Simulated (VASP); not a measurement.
# AlB2P3 (P4mm) in VASP: a series of runs

The runs below take AlB2P3 through single point, relaxation of cell and atoms, with PBE.

All numbers are computed with VASP 6.6.1; they aren't measurements. Logs are shortened: lines on timing, memory, paths and dates and some standing lists are left out, and cuts for length are marked.

**1. The cell of the first run**

The structure is tetragonal, space group P4mm (No. 99). The conventional cell has a = 2.830 Å, b = 2.830 Å, c = 11.146 Å, α = 90.00°, β = 90.00°, γ = 90.00°. Al (site symmetry 4mm) has 5 B at 2.15 to 2.44 Å and 1 P at 2.38 Å within 2.8 Å. B (site symmetry 4mm) has 4 P at 2.23 Å and 4 Al at 2.44 Å and 4 B at 2.83 Å within 2.9 Å. B (site symmetry 4mm) has 4 P at 2.08 Å and 1 Al at 2.15 Å within 2.8 Å. Within 2.9 Å of P (site symmetry 4mm) lie 5 P at 2.21 to 2.83 Å. P (site symmetry 4mm) has 4 B at 2.08 Å and 1 P at 2.21 Å within 2.8 Å. Within 2.9 Å of P (site symmetry 4mm) lie 4 B at 2.23 Å and 1 Al at 2.38 Å and 4 P at 2.83 Å.

**2. Single point, PBE**

INCAR reads:

```
SYSTEM = AlB2P3
ALGO = Normal
EDIFF = 1E-6
ENCUT = 520
GGA = PE
ISIF = 2
ISMEAR = 0
LASPH = .True.
LCHARG = .False.
LREAL = .False.
LWAVE = .False.
NBANDS = 21
NELM = 80
PREC = Accurate
SIGMA = 0.1
```

KPOINTS reads:

```
k-points
0
Gamma
  6 6 2
  0 0 0
```

POSCAR reads:

```
AlB2P3
1.0
    2.8296705737      0.0000000000      0.0000000000
    0.0000000000      2.8296705737      0.0000000000
    0.0000000000      0.0000000000     11.1462165881
Al B P
1 2 3
Direct
    0.5000000000      0.5000000000      0.1602381102
    0.0000000000      0.0000000000      1.0344479179
    0.5000000000      0.5000000000      0.3530536011
    0.0000000000      0.0000000000      0.6015809337
    0.0000000000      0.0000000000      0.4036505699
    0.5000000000      0.5000000000      0.9470288772
```

Potentials or basis: VASP PAW PBE potentials, release 64 (Al, B, P).

Launch:

```console
> cat potpaw_PBE.64/Al/POTCAR potpaw_PBE.64/B/POTCAR potpaw_PBE.64/P/POTCAR > POTCAR
> mpirun -np 1 vasp_std > vasp.out
```

OUTCAR:

```text
SYSTEM = AlB2P3
   EDIFF = 1E-6
   ENCUT = 520
   GGA = PE
   ISIF = 2
   ISMEAR = 0
   LASPH = .True.
   LREAL = .False.
   NELM = 80
   PREC = Accurate

 ion  position               nearest neighbor table
   1  0.500  0.500  0.160-   3 2.15   6 2.38   2 2.44   2 2.44   2 2.44   2 2.44
   2  0.000  0.000  0.034-   6 2.23   6 2.23   6 2.23   6 2.23   1 2.44   1 2.44   1 2.44   1 2.44

   3  0.500  0.500  0.353-   5 2.08   5 2.08   5 2.08   5 2.08   1 2.15
   4  0.000  0.000  0.602-   5 2.21
   5  0.000  0.000  0.404-   3 2.08   3 2.08   3 2.08   3 2.08   4 2.21
   6  0.500  0.500  0.947-   2 2.23   2 2.23   2 2.23   2 2.23   1 2.38

  LATTYP: Found a simple tetragonal cell.
 ALAT       =     2.8296705737
 C/A-ratio  =     3.9390509594

  Lattice vectors:

 A1 = (   2.8296705737,   0.0000000000,   0.0000000000)
 A2 = (   0.0000000000,   2.8296705737,   0.0000000000)
 A3 = (   0.0000000000,   0.0000000000,  11.1462165881)

Analysis of symmetry for initial positions (statically):
=====================================================================
 Subroutine PRICEL returns:
 Original cell was already a primitive cell.

 Routine SETGRP: Setting up the symmetry group for a
 simple tetragonal supercell.

 Subroutine GETGRP returns: Found  8 space group operations
 (whereof  8 operations were pure point group operations)
 out of a pool of 16 trial point group operations.

The static configuration has the point symmetry C_4v.

Analysis of symmetry for dynamics (positions and initial velocities):
=====================================================================
 Subroutine PRICEL returns:
 Original cell was already a primitive cell.

 Routine SETGRP: Setting up the symmetry group for a
 simple tetragonal supercell.

 Subroutine GETGRP returns: Found  8 space group operations
 (whereof  8 operations were pure point group operations)
 out of a pool of 16 trial point group operations.

The dynamic configuration has the point symmetry C_4v.

 Subroutine INISYM returns: Found  8 space group operations
 (whereof  8 operations are pure point group operations),
 and found     1 'primitive' translations

----------------------------------------------------------------------------------------

                                     Primitive cell

  volume of cell :      89.2482

  direct lattice vectors                    reciprocal lattice vectors
     2.829670574  0.000000000  0.000000000     0.353398028  0.000000000  0.000000000
     0.000000000  2.829670574  0.000000000     0.000000000  0.353398028  0.000000000
     0.000000000  0.000000000 11.146216588     0.000000000  0.000000000  0.089716541

  length of vectors
     2.829670574  2.829670574 11.146216588     0.353398028  0.353398028  0.089716541

  position of ions in fractional coordinates (direct lattice)
     0.500000000  0.500000000  0.160238110
     0.000000000  0.000000000  0.034447918
     0.500000000  0.500000000  0.353053601
     0.000000000  0.000000000  0.601580934
     0.000000000  0.000000000  0.403650570
     0.500000000  0.500000000  0.947028877

  ion indices of the primitive-cell ions
   primitive index   ion index
                 1           1
                 2           2
                 3           3
                 4           4
                 5           5
                 6           6

----------------------------------------------------------------------------------------

 KPOINTS: k-points

Automatic generation of k-mesh.
 Grid dimensions read from file:
 generate k-points for:    6    6    2

 Generating k-lattice:

  Cartesian coordinates                     Fractional coordinates (reciprocal lattice)
     0.058899671  0.000000000  0.000000000     0.166666667  0.000000000  0.000000000
     0.000000000  0.058899671  0.000000000     0.000000000  0.166666667  0.000000000
     0.000000000  0.000000000  0.044858271     0.000000000  0.000000000  0.500000000

  Length of vectors
     0.058899671  0.058899671  0.044858271

  Shift w.r.t. Gamma in fractional coordinates (k-lattice)
     0.000000000  0.000000000  0.000000000

 Subroutine IBZKPT returns following result:
 ===========================================

 Found     20 irreducible k-points:

 Following reciprocal coordinates:
            Coordinates               Weight
  0.000000  0.000000  0.000000      1.000000
  0.166667  0.000000  0.000000      4.000000
  0.333333  0.000000  0.000000      4.000000
  0.500000  0.000000  0.000000      2.000000
  0.166667  0.166667  0.000000      4.000000
  0.333333  0.166667  0.000000      8.000000
[... 12 lines left out ...]
  0.500000  0.333333  0.500000      4.000000
  0.500000  0.500000  0.500000      1.000000
   k-points           NKPTS =     20   k-points in BZ     NKDIM =     20   number of bands    NBANDS=     21
   number of dos      NEDOS =    301   number of ions     NIONS =      6
   total plane-waves  NPLWV =  48384
   dimension x,y,z NGX =    24 NGY =   24 NGZ =   84
   dimension x,y,z NGXF=    48 NGYF=   48 NGZF=  168
   ions per type =               1   2   3
   NGX,Y,Z   is equivalent  to a cutoff of  14.10, 14.10, 12.53 a.u.
   NGXF,Y,Z  is equivalent  to a cutoff of  28.20, 28.20, 25.06 a.u.
 SYSTEM =  AlB2P3
   PREC   = accura    normal or accurate (medium, high low for compatibility)
   ISTART =      0    job   : 0-new  1-cont  2-samecut
   ICHARG =      2    charge: 1-file 2-atom 10-const
   ISPIN  =      1    spin polarized calculation?
   LNONCOLLINEAR =      F non collinear calculations
   LSORBIT =      F    spin-orbit coupling
   LASPH  =      T    aspherical Exc in radial PAW
   ENCUT  =  520.0 eV  38.22 Ry    6.18 a.u.   5.26  5.26 20.72*2*pi/ulx,y,z
   NELM   =     80;   NELMIN=  2; NELMDL= -5     # of ELM steps
   EDIFF  = 0.1E-05   stopping-criterion for ELM
   LREAL  =      F    real-space projection
   EDIFFG = 0.1E-04   stopping-criterion for IOM
   NSW    =      0    number of steps for IOM
   IBRION =     -1    ionic relax: 0-MD 1-quasi-New 2-CG
   NFREE  =      0    steps in history (QN), initial steepest desc. (CG)
   ISIF   =      2    stress and relaxation
   ISYM   =      2    0-nonsym 1-usesym 2-fastsym
   POTIM  = 0.5000    time-step for ionic-motion
   TEBEG  =    0.0;   TEEND  =   0.0 temperature during run
   PSTRESS=    0.0 pullay stress
   NELECT =      24.0000    total number of electrons
   NUPDOWN=      -1.0000    fix difference up-down
   EMIN   =  10.00;   EMAX   =-10.00  energy-range for DOS
   EFERMI =   0.00;   METHOD = LEGACY
   ISMEAR =     0;   SIGMA  =   0.10  broadening in eV -4-tet -1-fermi 0-gaus
   EFERMI_NEDOS =   21; number of points for ismear=-14 and -15
   IALGO  =     38    algorithm
   IMIX   =      4    mixing-type and parameters
     AMIX     =   0.40;   BMIX     =  1.00
     AMIX_MAG =   1.60;   BMIX_MAG =  1.00
  volume/ion in A,a.u.               =      14.87       100.38
  Fermi-wavevector in a.u.,A,eV,Ry     =   1.056685  1.996845 15.192034  1.116583
  Thomas-Fermi vector in A             =   2.191930
   LORBIT       =      0    0 simple, 1 ext, 2 COOP (PROOUT), +10 PAW based schemes
   GGA     = PE    functional components
   LHFCALC =     F    Hartree Fock is set to
   AEXX    =    0.0000 exact exchange contribution
   IVDW    =     0    specifies the selected vdW correction
   LEPSILON=     F    determine dielectric tensor
   LRPA    =     F    only Hartree local field effects (RPA)
 non-spin polarized calculation
 Gauss-broadening in eV      SIGMA  =   0.10
  energy-cutoff  :      520.00
  volume of cell :       89.25
 maximum number of plane-waves:      2425
 NGX is ok and might be reduce to    24
   NGX = 11   NGY = 11   NGZ = 41

 number of electron      23.9999998 magnetization

 Free energy of the ion-electron system (eV)
  ---------------------------------------------------
  ext. energy  EPLUGINS =         0.00000000
  ---------------------------------------------------
  free energy    TOTEN  =       -29.92389725 eV

  energy without entropy =      -29.91833882  energy(sigma->0) =      -29.92111803

 E-fermi :   6.2741     XC(G=0): -10.0727

 val. band max:        6.1921143236   @ k =   0.3333   0.3333   0.0000
 cond. band min:       6.3658088509   @ k =   0.5000   0.1667   0.0000
 fundamental gap:      0.1736945273
 Fermi energy:         6.2740914425

 k-point     1 :       0.0000    0.0000    0.0000
  band No.  band energies     occupation
      1      -9.2409      2.00000
      2      -8.6281      2.00000
      3      -5.6536      2.00000
      4      -2.7714      2.00000
      5      -0.5361      2.00000
      6       3.0203      2.00000
[... 13 lines left out ...]
     20      13.0273      0.00000
     21      13.0273      0.00000

 k-point     2 :       0.1667    0.0000    0.0000
  band No.  band energies     occupation
      1      -8.8044      2.00000
      2      -8.1797      2.00000
      3      -5.2453      2.00000
      4      -2.3016      2.00000
      5      -0.1442      2.00000
      6       2.3022      2.00000
[... 13 lines left out ...]
     20      13.3402      0.00000
     21      14.1414      0.00000

 k-point     3 :       0.3333    0.0000    0.0000
  band No.  band energies     occupation
      1      -7.5654      2.00000
      2      -6.8832      2.00000
      3      -4.1544      2.00000
      4      -1.4327      2.00000
      5      -1.2737      2.00000
      6      -0.5089      2.00000
[... 13 lines left out ...]
     20      12.4080      0.00000
     21      12.5458      0.00000
[... 361 lines left out ...]
 k-point    19 :       0.5000    0.3333    0.5000
  band No.  band energies     occupation
      1      -4.6550      2.00000
      2      -3.6110      2.00000
      3      -2.1080      2.00000
      4      -1.7247      2.00000
      5      -1.3953      2.00000
      6       1.6938      2.00000
[... 13 lines left out ...]
     20      11.3349      0.00000
     21      12.0835      0.00000

 k-point    20 :       0.5000    0.5000    0.5000
  band No.  band energies     occupation
      1      -3.4622      2.00000
      2      -1.8900      2.00000
      3      -0.9397      2.00000
      4      -0.9397      2.00000
      5      -0.3850      2.00000
      6      -0.3850      2.00000
[... 13 lines left out ...]
     20      10.6638      0.00000
     21      11.5119      0.00000

------------------------ aborting loop because EDIFF is reached ----------------------------------------

  FORCE on cell =-STRESS in cart. coord.  units (eV):
  Direction    XX          YY          ZZ          XY          YZ          ZX
  --------------------------------------------------------------------------------------
  -------------------------------------------------------------------------------------
  Total       -0.0915186     -0.0915186     -0.1402399      0.0000000      0.0000000     -0.0000000
  in kB       -1.6429371     -1.6429371     -2.5175773      0.0000000      0.0000000     -0.0000000
  external PRESSURE =      -1.9344838 kB  Pullay stress =       0.0000000 kB

 VOLUME and BASIS-vectors are now :
 -----------------------------------------------------------------------------
  energy-cutoff  :      520.00
  volume of cell :       89.25
      direct lattice vectors                 reciprocal lattice vectors
     2.829670574  0.000000000  0.000000000     0.353398028  0.000000000  0.000000000
     0.000000000  2.829670574  0.000000000     0.000000000  0.353398028  0.000000000
     0.000000000  0.000000000 11.146216588     0.000000000  0.000000000  0.089716541

 POSITION                                       TOTAL-FORCE (eV/Angst)
 -----------------------------------------------------------------------------------
      1.41484      1.41484      1.78605         0.000000     -0.000000     -0.016471
      0.00000      0.00000      0.38396        -0.000000      0.000000     -0.001134
      1.41484      1.41484      3.93521         0.000000      0.000000     -0.004651
      0.00000      0.00000      6.70535         0.000000      0.000000     -0.049258
      0.00000      0.00000      4.49918         0.000000      0.000000      0.041243
      1.41484      1.41484     10.55579         0.000000     -0.000000      0.030271
 -----------------------------------------------------------------------------------
    total drift:                               -0.000000      0.000000     -0.000018

  FREE ENERGIE OF THE ION-ELECTRON SYSTEM (eV)
  ---------------------------------------------------
  free  energy   TOTEN  =       -29.9238972489 eV

  energy  without entropy=      -29.9183388164  energy(sigma->0) =      -29.92111803
```

It took 19 s on 1 thread of Intel Xeon 6975P-C (Granite Rapids), shared host; peak memory 0.21 GiB.

Results:

```yaml
Free_energy: -29.9239 eV
Pressure: -0.2 GPa
Largest_force: 0.049 eV/Å
Band_gap_on_the_k_mesh: zero (band 12 reaches 9.61 eV, above the bottom of band 13 at 4.47 eV)
```

Forces on the atoms (eV/Å):
```
Al   0.000  0.000 -0.016
B    0.000  0.000 -0.001
B    0.000  0.000 -0.005
P    0.000  0.000 -0.049
P    0.000  0.000  0.041
P    0.000  0.000  0.030
```

Caveat: the k points lie up to 0.37 Å⁻¹ apart; this functional lacks dispersion, which binds the layers, so the pressure and a relaxed spacing across them are unreliable.

**3. Single point, PBE**

This run uses another cell than the first one, of 15.76 Å³/atom, 1.059 times its volume.

INCAR reads:

```
SYSTEM = AlB2P3
PREC     = Accurate       ! precision mode
ENCUT    = 520            ! plane-wave cutoff, eV
EDIFF    = 1E-6           ! SCF threshold, eV
ISMEAR   = 0              ! smearing method
SIGMA    = 0.1            ! smearing width, eV
LREAL    = .FALSE.        ! projectors in reciprocal space
LASPH    = .TRUE.         ! aspherical terms in the spheres
NELM     = 100            ! most SCF steps
ALGO     = Normal         ! electronic algorithm
ISIF     = 2              ! what is computed and relaxed
LWAVE    = .FALSE.        ! write WAVECAR
LCHARG   = .FALSE.        ! write CHGCAR
GGA      = PE             ! functional
NBANDS   = 21             ! bands
```

KPOINTS reads:

```
Automatic mesh
0
G
  6 6 2
  0 0 0
```

POSCAR reads:

```
AlB2P3
1.0
    3.1995789200      0.0000000000      0.0000000000
    0.0000000000      3.1995789200      0.0000000000
    0.0000000000      0.0000000000      9.2349996700
Al B P
1 2 3
Direct
    0.5000000000      0.5000000000      0.1713354600
    0.0000000000      0.0000000000      0.9999432600
    0.5000000000      0.5000000000      0.5015775000
    0.0000000000      0.0000000000      0.6746923900
    0.0000000000      0.0000000000      0.3274696500
    0.5000000000      0.5000000000      0.8249817500
```

Potentials or basis: VASP PAW PBE potentials, release 64 (Al, B, P).

Launch:

```console
> cat potpaw_PBE.64/Al/POTCAR potpaw_PBE.64/B/POTCAR potpaw_PBE.64/P/POTCAR > POTCAR
> mpirun -np 1 vasp_std > vasp.out
```

It took 13 s on 1 thread of Intel Xeon 6975P-C (Granite Rapids), shared host; peak memory 0.2 GiB.

The run converged. Its results:

```yaml
Free_energy: -25.2536 eV
Pressure: -15.5 GPa
Largest_force: 0.491 eV/Å
Band_gap_on_the_k_mesh: zero (band 12 reaches 7.36 eV, above the bottom of band 13 at 4.13 eV)
```

Forces on the atoms (eV/Å):
```
Al   0.000  0.000 -0.452
B    0.000  0.000 -0.012
B    0.000  0.000 -0.104
P    0.000  0.000  0.491
P    0.000  0.000  0.297
P    0.000  0.000 -0.221
```

Stress tensor (GPa, compression positive):
```
-14.55   0.00   0.00
  0.00 -14.55   0.00
  0.00   0.00 -17.46
```

Levels at points of the mesh, in eV from the Fermi level:
```
           k point  band 8  band 9  band 10  band 11  band 12  band 13  band 14  band 15
(0.00, 0.00, 0.00)   -1.56   -0.32    -0.11    -0.11     0.90     1.29     1.29     1.83
(0.50, 0.00, 0.00)   -3.21   -2.77    -2.43     1.16     1.28     1.65     2.31     2.53
(0.50, 0.50, 0.00)   -4.48   -4.44    -2.88    -2.88    -2.72    -1.15    -1.03     0.23
(0.00, 0.00, 0.50)   -1.53   -0.61    -0.32    -0.32     0.40     1.91     1.91     2.51
(0.50, 0.00, 0.50)   -4.73   -0.78    -0.06     0.05     0.80     1.27     1.28     1.49
(0.50, 0.50, 0.50)   -4.55   -4.16    -2.59    -1.97    -1.97    -1.95    -1.39    -1.20
```

(Part 1 of 2 ends here.)
